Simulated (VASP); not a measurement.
Write the native input for VASP 6.6.1 that does the following.

- Task: relaxation of cell and atoms
- Functional: PBEsol
- Potentials or basis: VASP PAW PBE potentials, release 64 (Si, C)
- Cutoff: 600 eV
- k mesh: 10 × 10 × 10
- Occupations: fermi-dirac, width 0.05 eV
- Spin: no spin polarisation
- Dipole correction: no
- Further INCAR settings: ALGO = Normal; EDIFF = 1e-07; IBRION = 2; EDIFFG = -0.02; NSW = 80; ISIF = 3

The structure of SiC (Moissanite 3C) lies in POSCAR:

```
SiC
1.0
    0.0000000000      2.1790000000      2.1790000000
    2.1790000000      0.0000000000      2.1790000000
    2.1790000000      2.1790000000      0.0000000000
Si C
1 1
Direct
    0.0000000000      0.0000000000      0.0000000000
    0.7500000000      0.7500000000      0.7500000000
```

The input as run:

INCAR

```
SYSTEM = SiC
  ALGO = Normal
  EDIFF = 1E-7
  EDIFFG = -0.02
  ENCUT = 600
  GGA = PS
  GGA_COMPAT = .FALSE.
  IBRION = 2
  ISIF = 3
  ISMEAR = -1
  LASPH = .TRUE.
  LCHARG = .FALSE.
  LREAL = .FALSE.
  LWAVE = .FALSE.
  NELM = 120
  NELMIN = 4
  NSW = 80
  PREC = Accurate
  SIGMA = 0.05
```

KPOINTS

```
k-points
0
G
  10 10 10
  0 0 0
```

Potentials or basis: VASP PAW PBE potentials, release 64 (Si, C).

The run is started by

```console
$ cat potpaw_PBE.64/Si/POTCAR potpaw_PBE.64/C/POTCAR > POTCAR
$ mpirun -np 1 vasp_std > vasp.out
```

Results of the run:

The pressure after relaxing is 0.0 GPa and the band gap on the k mesh is 1.23 eV, indirect (least direct gap 4.44 eV).

Caveat: the relaxation stopped at its first step, so nothing moved; the PAW data sets were made with another functional, which shifts forces and pressure a little.

Run time: 15 s on 1 thread of Intel(R) Xeon(R) Platinum 8375C CPU @ 2.90GHz (Ice Lake) (shared host), peak memory 0.15 GiB.
